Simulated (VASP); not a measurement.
# SnTe (Fm-3m) in VASP: notebook, part 2 of 2

VASP 6.6.1. The steps go on from the part before.

**5. Electric field gradients, PBE (33.02 Å³/atom)**

This run uses another cell than the first one, of 33.02 Å³/atom.

INCAR

```
SYSTEM = SnTe
PREC = Accurate
ENCUT = 520
EDIFF = 1E-8
ISMEAR = -1
SIGMA = 0.08
LREAL = .FALSE.
LASPH = .TRUE.
NELM = 100
ALGO = Normal
ISIF = 2
LWAVE = .FALSE.
LCHARG = .FALSE.
GGA = PE
LEFG = .TRUE.
NBANDS = 17
```

KPOINTS

```
Automatic mesh
0
G
  11 11 11
  0 0 0
```

POSCAR

```
SnTe
1.0
    0.0000000000      3.2082551003      3.2082551003
    3.2082551003      0.0000000000      3.2082551003
    3.2082551003      3.2082551003      0.0000000000
Sn Te
1 1
Direct
    0.0000000000      0.0000000000      0.0000000000
    0.5000000000      0.5000000000      0.5000000000
```

Potentials or basis: VASP PAW PBE potentials, release 64 (Sn_d, Te).

Run with:

```bash
$ cat potpaw_PBE.64/Sn_d/POTCAR potpaw_PBE.64/Te/POTCAR > POTCAR
$ mpirun -np 1 vasp_std > vasp.out
```

OUTCAR:

```text
SYSTEM = SnTe
   PREC = Accurate
   ENCUT = 520
   EDIFF = 1E-8
   ISMEAR = -1
   LREAL = .FALSE.
   LASPH = .TRUE.
   NELM = 100
   ISIF = 2
   GGA = PE

 ion  position               nearest neighbor table
   1  0.000  0.000  0.000-   2 3.21   2 3.21   2 3.21   2 3.21   2 3.21   2 3.21
   2  0.500  0.500  0.500-   1 3.21   1 3.21   1 3.21   1 3.21   1 3.21   1 3.21

  LATTYP: Found a face centered cubic cell.
 ALAT       =     6.4165102006

  Lattice vectors:

 A1 = (   0.0000000000,   3.2082551003,   3.2082551003)
 A2 = (   3.2082551003,   0.0000000000,   3.2082551003)
 A3 = (   3.2082551003,   3.2082551003,   0.0000000000)

Analysis of symmetry for initial positions (statically):
=====================================================================
 Subroutine PRICEL returns:
 Original cell was already a primitive cell.

 Routine SETGRP: Setting up the symmetry group for a
 face centered cubic supercell.

[... 669 lines left out ...]
      direct lattice vectors                 reciprocal lattice vectors
     0.000000000  3.208255100  3.208255100    -0.155847956  0.155847956  0.155847956
     3.208255100  0.000000000  3.208255100     0.155847956 -0.155847956  0.155847956
     3.208255100  3.208255100  0.000000000     0.155847956  0.155847956 -0.155847956

 POSITION                                       TOTAL-FORCE (eV/Angst)
 -----------------------------------------------------------------------------------
      0.00000      0.00000      0.00000         0.000000      0.000000     -0.000000
      3.20826      3.20826      3.20826         0.000000      0.000000      0.000000
 -----------------------------------------------------------------------------------
    total drift:                               -0.000000      0.000000      0.000000

  FREE ENERGIE OF THE ION-ELECTRON SYSTEM (eV)
  ---------------------------------------------------
  free  energy   TOTEN  =        -7.5660144989 eV

  energy  without entropy=       -7.5648112659  energy(sigma->0) =       -7.56541288

 Electric field gradients (V/A^2)
---------------------------------------------------------------------
 ion       V_xx      V_yy      V_zz      V_xy      V_xz      V_yz
---------------------------------------------------------------------
   1      -0.000     0.000    -0.000    -0.001    -0.001    -0.001
   2      -0.000    -0.000    -0.000    -0.000    -0.000    -0.000
---------------------------------------------------------------------

 Electric field gradients after diagonalization (V/A^2)
 (convention: |V_zz| > |V_xx| > |V_yy|)
----------------------------------------------------------------------
 ion       V_xx      V_yy      V_zz     asymmetry (V_yy - V_xx)/ V_zz
----------------------------------------------------------------------
   1       0.001     0.001    -0.002       0.000
   2       0.000     0.000    -0.000       0.000
----------------------------------------------------------------------

           NMR quadrupolar parameters

 Cq : quadrupolar parameter    Cq=e*Q*V_zz/h
 eta: asymmetry parameters     (V_yy - V_xx)/ V_zz
 Q  : nuclear electric quadrupole moment in mb (millibarn)
----------------------------------------------------------------------
 ion       Cq(MHz)       eta       Q (mb)
----------------------------------------------------------------------
   1      -0.000       0.000       1.000
   2      -0.000       0.000       1.000
----------------------------------------------------------------------
```

OSZICAR:

```text
N       E                     dE             d eps       ncg     rms          rms(c)
DAV:   1     0.124035325794E+03    0.12404E+03   -0.95557E+03  1940   0.133E+03
DAV:   2     0.392844623354E+01   -0.12011E+03   -0.11691E+03  1996   0.325E+02
DAV:   3    -0.730639612319E+01   -0.11235E+02   -0.11157E+02  2321   0.898E+01
DAV:   4    -0.762082136961E+01   -0.31443E+00   -0.31421E+00  2236   0.155E+01
DAV:   5    -0.763327086208E+01   -0.12449E-01   -0.12449E-01  2778   0.303E+00    0.400E+00
DAV:   6    -0.756389071626E+01    0.69380E-01   -0.16486E-01  2491   0.254E+00    0.250E+00
DAV:   7    -0.756502579453E+01   -0.11351E-02   -0.56594E-02  2222   0.108E+00    0.869E-01
DAV:   8    -0.756593642926E+01   -0.91063E-03   -0.72423E-03  2373   0.680E-01    0.158E-01
DAV:   9    -0.756599996522E+01   -0.63536E-04   -0.84569E-04  2742   0.258E-01    0.451E-02
DAV:  10    -0.756600764348E+01   -0.76783E-05   -0.12845E-04  2385   0.865E-02    0.207E-02
DAV:  11    -0.756601550253E+01   -0.78590E-05   -0.41772E-05  2379   0.449E-02    0.246E-02
DAV:  12    -0.756601531052E+01    0.19201E-06   -0.22570E-06  2210   0.806E-03    0.149E-02
DAV:  13    -0.756601469030E+01    0.62022E-06   -0.33349E-07  2342   0.352E-03    0.694E-03
DAV:  14    -0.756601450791E+01    0.18239E-06   -0.63604E-07  2595   0.680E-03    0.658E-04
DAV:  15    -0.756601449890E+01    0.90090E-08   -0.59187E-08  2091   0.113E-03
   1 F= -.75660145E+01 E0= -.75654129E+01  d E =-.120323E-02
```

Wall time 1.9 min (1 thread of Intel Xeon 8259CL, shared host); peak memory 0.24 GiB.

Results:

* Free energy: -7.5660 eV
* Pressure: -0.2 GPa
* Largest electric field gradient by atom: zero within the noise of the run

Caveat: this odd mesh misses L, so gap, dielectric constants and Born charges aren't listed; spin-orbit coupling is left out, which moves the levels of the heavy elements.

**6. Electric field gradients, PBE (33.34 Å³/atom)**

This run uses another cell than the first one, of 33.34 Å³/atom.

INCAR is that of step 5.

KPOINTS is that of step 5.

POSCAR

```
SnTe
1.0
    0.0000000000      3.2184078740      3.2184078740
    3.2184078740      0.0000000000      3.2184078740
    3.2184078740      3.2184078740      0.0000000000
Sn Te
1 1
Direct
    0.0000000000      0.0000000000      0.0000000000
    0.5000000000      0.5000000000      0.5000000000
```

Potentials or basis: VASP PAW PBE potentials, release 64 (Sn_d, Te).

Run with:

```bash
$ cat potpaw_PBE.64/Sn_d/POTCAR potpaw_PBE.64/Te/POTCAR > POTCAR
$ mpirun -np 1 vasp_std > vasp.out
```

OUTCAR:

```text
SYSTEM = SnTe
   PREC = Accurate
   ENCUT = 520
   EDIFF = 1E-8
   ISMEAR = -1
   LREAL = .FALSE.
   LASPH = .TRUE.
   NELM = 100
   ISIF = 2
   GGA = PE

 ion  position               nearest neighbor table
   1  0.000  0.000  0.000-   2 3.22   2 3.22   2 3.22   2 3.22   2 3.22   2 3.22
   2  0.500  0.500  0.500-   1 3.22   1 3.22   1 3.22   1 3.22   1 3.22   1 3.22

  LATTYP: Found a face centered cubic cell.
 ALAT       =     6.4368157480

  Lattice vectors:

 A1 = (   0.0000000000,   3.2184078740,   3.2184078740)
 A2 = (   3.2184078740,   0.0000000000,   3.2184078740)
 A3 = (   3.2184078740,   3.2184078740,   0.0000000000)

Analysis of symmetry for initial positions (statically):
=====================================================================
 Subroutine PRICEL returns:
 Original cell was already a primitive cell.

 Routine SETGRP: Setting up the symmetry group for a
 face centered cubic supercell.

[... 669 lines left out ...]
      direct lattice vectors                 reciprocal lattice vectors
     0.000000000  3.218407874  3.218407874    -0.155356319  0.155356319  0.155356319
     3.218407874  0.000000000  3.218407874     0.155356319 -0.155356319  0.155356319
     3.218407874  3.218407874  0.000000000     0.155356319  0.155356319 -0.155356319

 POSITION                                       TOTAL-FORCE (eV/Angst)
 -----------------------------------------------------------------------------------
      0.00000      0.00000      0.00000        -0.000000      0.000000      0.000000
      3.21841      3.21841      3.21841         0.000000     -0.000000     -0.000000
 -----------------------------------------------------------------------------------
    total drift:                               -0.000000      0.000000      0.000000

  FREE ENERGIE OF THE ION-ELECTRON SYSTEM (eV)
  ---------------------------------------------------
  free  energy   TOTEN  =        -7.5647540084 eV

  energy  without entropy=       -7.5636159012  energy(sigma->0) =       -7.56418495

 Electric field gradients (V/A^2)
---------------------------------------------------------------------
 ion       V_xx      V_yy      V_zz      V_xy      V_xz      V_yz
---------------------------------------------------------------------
   1      -0.000    -0.000    -0.000    -0.001    -0.001    -0.001
   2       0.000    -0.000    -0.000    -0.000    -0.000    -0.000
---------------------------------------------------------------------

 Electric field gradients after diagonalization (V/A^2)
 (convention: |V_zz| > |V_xx| > |V_yy|)
----------------------------------------------------------------------
 ion       V_xx      V_yy      V_zz     asymmetry (V_yy - V_xx)/ V_zz
----------------------------------------------------------------------
   1       0.001     0.001    -0.001       0.000
   2       0.000     0.000    -0.000       0.000
----------------------------------------------------------------------

           NMR quadrupolar parameters

 Cq : quadrupolar parameter    Cq=e*Q*V_zz/h
 eta: asymmetry parameters     (V_yy - V_xx)/ V_zz
 Q  : nuclear electric quadrupole moment in mb (millibarn)
----------------------------------------------------------------------
 ion       Cq(MHz)       eta       Q (mb)
----------------------------------------------------------------------
   1      -0.000       0.000       1.000
   2      -0.000       0.000       1.000
----------------------------------------------------------------------
```

Wall time 1.9 min (1 thread of Intel Xeon 8259CL, shared host); peak memory 0.24 GiB.

Results:

* Free energy: -7.5648 eV
* Pressure: -0.5 GPa
* Largest electric field gradient by atom: zero within the noise of the run

Caveat: this odd mesh misses L, so gap, dielectric constants and Born charges aren't listed; spin-orbit coupling is left out, which moves the levels of the heavy elements.

**7. Single point, PBE**

This run uses another cell than the first one, of 31.45 Å³/atom.

POSCAR

```
SnTe
1.0
    0.0000000000      3.1565000000      3.1565000000
    3.1565000000      0.0000000000      3.1565000000
    3.1565000000      3.1565000000      0.0000000000
Sn Te
1 1
Direct
    0.0000000000      0.0000000000      0.0000000000
    0.5000000000      0.5000000000      0.5000000000
```

INCAR.step1

```
PREC = Accurate ; ENCUT = 520
EDIFF = 1E-6 ; ISMEAR = -1
SIGMA = 0.08 ; LREAL = F
LASPH = T ; NELM = 80
ALGO = Normal ; ISIF = 2
LWAVE = F ; LCHARG = T
GGA = PE ; NBANDS = 17
```

KPOINTS.step1

```
Automatic mesh
0
Gamma
  11 11 11
```

INCAR.step2

```
PREC = Accurate ; ENCUT = 520
EDIFF = 1E-6 ; ISMEAR = -5
SIGMA = 0.08 ; LREAL = F
LASPH = T ; NELM = 80
ALGO = Normal ; ISIF = 2
LWAVE = F ; LCHARG = F
GGA = PE ; LORBIT = 11
NEDOS = 1001 ; ICHARG = 11
```

KPOINTS.step2

```
Automatic mesh
0
Gamma
  17 17 17
```

Run with:

```bash
$ cat potpaw_PBE.64/Sn_d/POTCAR potpaw_PBE.64/Te/POTCAR > POTCAR
$ cp INCAR.step1 INCAR
$ cp KPOINTS.step1 KPOINTS
$ mpirun -np 1 vasp_std > vasp.out
$ cp INCAR.step2 INCAR
$ cp KPOINTS.step2 KPOINTS
$ mpirun -np 1 vasp_std > vasp.out
```

It took 3.9 min on 1 thread of Intel Xeon 8259CL, shared host; peak memory 0.32 GiB.

Results (log left out):

```
Valence electrons inside the program's atomic spheres : Sn 12.09; Te 3.38
```

Levels at points of the mesh, in eV from the Fermi level:
```csv
k point,band 6,band 7,band 8,band 9,band 10,band 11,band 12,band 13,band 14
"(0.00, 0.00, 0.00)",-12.71,-4.64,-2.07,-2.07,-2.07,3.40,3.40,3.40,4.82
```

Caveat: this odd mesh misses L, so gap, dielectric constants and Born charges aren't listed; spin-orbit coupling is left out, which moves the levels of the heavy elements.

**8. Summary**

```csv
task,cell,k mesh for the DOS,occupations for the DOS,pressure (GPa)
electric field gradients,"a = 4.388 Å, angles 60.0°, 2 atoms",-,-,4.8
electric field gradients,"a = 4.523 Å, angles 60.0°, 2 atoms",-,-,0.2
electric field gradients,"a = 4.537 Å, angles 60.0°, 2 atoms",-,-,-0.2
electric field gradients,"a = 4.552 Å, angles 60.0°, 2 atoms",-,-,-0.5
single point,"a = 4.464 Å, angles 60.0°, 2 atoms",17 × 17 × 17,tetrahedron,-
```

Alike in all rows: level PBE; potentials or basis VASP PAW PBE potentials, release 64 (Sn_d, Te); no spin polarisation; k mesh 11 × 11 × 11; cutoff (eV) 520; smearing fermi-dirac 0.08 eV.

Caveats: spin-orbit coupling is left out, which moves the levels of the heavy elements; the cell stands under pressure (at least some runs).

Absolute energies hang on the potentials; compare differences alone.
